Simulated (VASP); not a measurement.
Input of a VASP 6.6.1 run:

Contents of INCAR:

```
SYSTEM = Cs2SnI6
PREC = Accurate
ENCUT = 500
EDIFF = 1E-6
ISMEAR = 0
SIGMA = 0.01
LREAL = .FALSE.
LASPH = .TRUE.
NELM = 120
ALGO = Normal
ISIF = 2
LWAVE = .FALSE.
LCHARG = .FALSE.
GGA = PE
NBANDS = 47
GGA_COMPAT = .FALSE.
```

File KPOINTS:

```
Automatic mesh
0
G
  4 4 4
  0 0 0
```

POSCAR

```
Cs2SnI6
1.0
    0.0000000000      5.8981728416      5.8981728416
    5.8981728416      0.0000000000      5.8981728416
    5.8981728416      5.8981728416      0.0000000000
Cs Sn I
2 1 6
Direct
    0.2500000000      0.2500000000      0.2500000000
    0.7500000000      0.7500000000      0.7500000000
    0.0000000000      0.0000000000      0.0000000000
    0.2416514971      0.7583485029      0.7583485029
    0.2416514971      0.7583485029      0.2416514971
    0.7583485029      0.2416514971      0.7583485029
    0.7583485029      0.2416514971      0.2416514971
    0.7583485029      0.7583485029      0.2416514971
    0.2416514971      0.2416514971      0.7583485029
```

Potentials or basis: VASP PAW PBE potentials, release 64 (Cs_sv, Sn_d, I).

Run with:

```bash
$ cat potpaw_PBE.64/Cs_sv/POTCAR potpaw_PBE.64/Sn_d/POTCAR potpaw_PBE.64/I/POTCAR > POTCAR
$ mpirun -np 1 vasp_std > vasp.out
```

Question: Predict the band gap on the k mesh.

Answer: 0.34 eV.

Question: Predict the largest force.

Answer: 0.353 eV/Å.

Question: Estimate the pressure.

Answer: 1.2 GPa.

Forces on the atoms (eV/Å):
```
Cs   0.000  0.000  0.000
Cs   0.000  0.000  0.000
Sn   0.000  0.000  0.000
I   -0.353  0.000  0.000
I    0.000  0.353  0.000
I    0.000 -0.353  0.000
I    0.353  0.000  0.000
I    0.000  0.000 -0.353
I    0.000  0.000  0.353
```

Caveat: spin-orbit coupling is left out, which moves the levels of the heavy elements. A k mesh can miss the band edges.
